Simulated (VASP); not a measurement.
Tb4WO: single point with PBE

The system is Tb4WO.

```
Tb W O
1.0
     4.96747    0.00000    0.00000
    -2.48374    4.30196    0.00000
     0.00000    0.00000    6.27989
Tb W O
4 1 1
Direct
  0.33333 0.66667 0.25854
  0.66667 0.33333 0.25854
  0.66667 0.33333 0.74146
  0.33333 0.66667 0.74146
  0.00000 0.00000 0.50000
  0.00000 0.00000 0.00000
```

The cell was built from a structure type or drawn by symmetry, and may not be a known phase.

```
Program                : VASP 6.6.1
Task                   : single point
Functional             : PBE
Potentials or basis    : VASP PAW PBE potentials, release 64 (Tb_3, W_sv, O), 4f in core
Cutoff                 : 600 eV
k mesh                 : 4 × 4 × 3
Occupations            : gaussian, width 0.2 eV
Spin                   : no spin polarisation
Dipole correction      : no
Mended                 : yes
Further INCAR settings : ALGO = Normal; EDIFF = 1e-06; NBANDS = 37
```

| Property | Result |
| --- | --- |
| Pressure | 0.4 GPa |
| Largest force | 0.029 eV/Å |
| Band gap on the k mesh | zero (bands 28 and 29 overlap by 0.74 eV) |

Forces on the atoms (eV/Å):
```
Tb   0.000  0.000  0.029
Tb   0.000  0.000  0.029
Tb   0.000  0.000 -0.029
Tb   0.000  0.000 -0.029
W    0.000  0.000  0.000
O    0.000  0.000  0.000
```

Stress tensor (GPa, compression positive):
```
0.10 0.00 0.00
0.00 0.10 0.00
0.00 0.00 0.95
```

Levels at points of the mesh, in eV from the Fermi level:
| k point | band 24 | band 25 | band 26 | band 27 | band 28 | band 29 | band 30 | band 31 | band 32 | band 33 |
| --- | --- | --- | --- | --- | --- | --- | --- | --- | --- | --- |
| (0.00, 0.00, 0.00) | -1.47 | -0.81 | -0.81 | 0.21 | 0.35 | 0.66 | 0.72 | 0.72 | 1.52 | 1.52 |
| (0.50, 0.00, 0.00) | -1.25 | -1.08 | -0.83 | -0.74 | -0.21 | 0.24 | 0.40 | 0.44 | 0.52 | 1.59 |

Run time: 63 s on 1 thread of Intel(R) Xeon(R) Platinum 8488C (Sapphire Rapids), on a shared host, peak memory 0.28 GiB.

Caveat: the k points lie up to 0.37 Å⁻¹ apart, too coarse for converged energies and pressures of a metal; spin-orbit coupling is left out, which moves the levels of the heavy elements; the 4f electrons are frozen in the core, so they carry no moment and show no levels; the run has no spin polarisation, though such a crystal can be magnetic. Spin polarisation is off, so any magnetic state and its effect on volume and gap are missing.
